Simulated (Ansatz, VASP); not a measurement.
**KLaSb2 in VASP and in Ansatz**

POSCAR

```
KLaSb2
1.0
    4.2914110000      0.0000000000      0.0000000000
   -2.1457060000      3.7164770000      0.0000000000
   -2.1457060000      1.2388260000      7.7254510000
K La Sb
1 1 2
Direct
    0.0000000000      0.0000000000      0.0000000000
    0.5000000000      0.5000000000      0.5000000000
    0.2346300000      0.7653700000      0.7038900000
    0.7653700000      0.2346300000      0.2961100000
```

Contents of INCAR.step1:

```
PREC     = Accurate       # precision mode
ENCUT    = 520            # plane-wave cutoff, eV
ISMEAR   = -1             # smearing method
SIGMA    = 0.1            # smearing width, eV
LREAL    = False          # projectors in reciprocal space
LASPH    = True           # aspherical terms in the spheres
NELM     = 100            # most SCF steps
NBANDS   = 23             # bands
GGA      = PE             # functional
ALGO     = Normal         # electronic algorithm
EDIFF    = 1E-4           # SCF threshold, eV
LWAVE    = True           # write WAVECAR
LCHARG   = False          # write CHGCAR
```

INCAR.step2

```
PREC     = Accurate       # precision mode
ENCUT    = 520            # plane-wave cutoff, eV
EDIFF    = 1E-6           # SCF threshold, eV
ISMEAR   = -1             # smearing method
SIGMA    = 0.1            # smearing width, eV
LREAL    = False          # projectors in reciprocal space
LASPH    = True           # aspherical terms in the spheres
NELM     = 100            # most SCF steps
ALGO     = Normal         # electronic algorithm
ISIF     = 2              # what is computed and relaxed
LWAVE    = False          # write WAVECAR
LCHARG   = True           # write CHGCAR
METAGGA  = R2SCAN         # meta-GGA
LMIXTAU  = True         
LELF     = True           # ELF
LVHAR    = True         
NBANDS   = 23             # bands
ISTART   = 1
```

File KPOINTS:

```
Automatic mesh
0
Gamma
  9 9 9
```

Input for Ansatz:

```yaml
crystal:
  lattice:
    - [4.291411, 0.0, 0.0]
    - [-2.145706, 3.716477, 0.0]
    - [-2.145706, 1.238826, 7.725451]
  atoms:
    - { symbol: K, position: [0.0, 0.0, 0.0] }
    - { symbol: La, position: [0.5, 0.5, 0.5] }
    - { symbol: Sb, position: [0.23463, 0.76537, 0.70389] }
    - { symbol: Sb, position: [0.76537, 0.23463, 0.29611] }
  symmetry: { tolerance: 0.0003 }
kpoints:
  mp_grid: { grid: [9, 9, 9], shift: [0, 0, 0] }
  band_path:
    path:
      - [0.0, 0.0, 0.0]
      - [0.0, 0.0, 0.5]
      - [0.63238115, -0.31619057, 0.18380943]
      - [0.68380943, -0.36761885, -0.18380943]
      - [0.5, 0.0, 0.0]
      - [0.0, 0.0, 0.0]
      - [0.68380943, -0.34190471, -0.34190471]
      - [0.65809529, -0.34190471, 0.0]
      - [0.5, -0.5, 0.0]
      - [0.0, 0.0, 0.0]
    npoints: 6
magnetization:
  spin_polarized: false
scf:
  occupations: { method: fermi_dirac }
  lower_state_search: "off"
  max_iter: 200
hamiltonian:
  pseudopotentials: { kind: paw }
  xc: r2scan
basis:
  ecutwfc: 500
  fft_grid_basis: typed
output:
  forces: true
  stress: true
  eigenvalues: true
  bader: true
  populations: true
  elf: true
  write_potential: true
  volumetric_format: npy
  dos:
    e_range: [-12, 8]
    de: 0.05
    projected: { site_lists: { K: [K], La: [La], Sb: [Sb] } }
checkpoint:
  read: saved_state
```

Alike in both runs: task single point; functional r2SCAN; k mesh 9 × 9 × 9; no spin polarisation.

```csv
,VASP,Ansatz
version,VASP 6.6.1,Ansatz 0.2.0
potentials or method,"VASP PAW PBE potentials, release 64 (K_sv, La, Sb), cutoff 520 eV",PAW plane waves
occupations,"fermi-dirac, width 0.1 eV",fermi-dirac
valence electrons in the cell,30,50
```

Ansatz gave:

| Item | Value |
| --- | --- |
| pressure (GPa) | 14.4 |
| traceless stress, the component that is largest in VASP (GPa) | -1.56 |
| rms of the force components (eV/Å) | 0.711 |

Problem. What did VASP give for the same quantities?

Solution. Pressure (GPa): 14.3; traceless stress, the component that is largest in VASP (GPa): -1.53; rms of the force components (eV/Å): 0.701.

VASP's potentials were made for PBE, not for r2SCAN. Atom by atom the forces differ by 0.010 eV/Å (rms over components). VASP's potentials hold 30 valence electrons a cell and Ansatz's 50, so a difference there can come from the potentials and not from the codes. Ansatz's warnings: structure snapped to symmetry.

Neither program's run includes spin-orbit coupling.
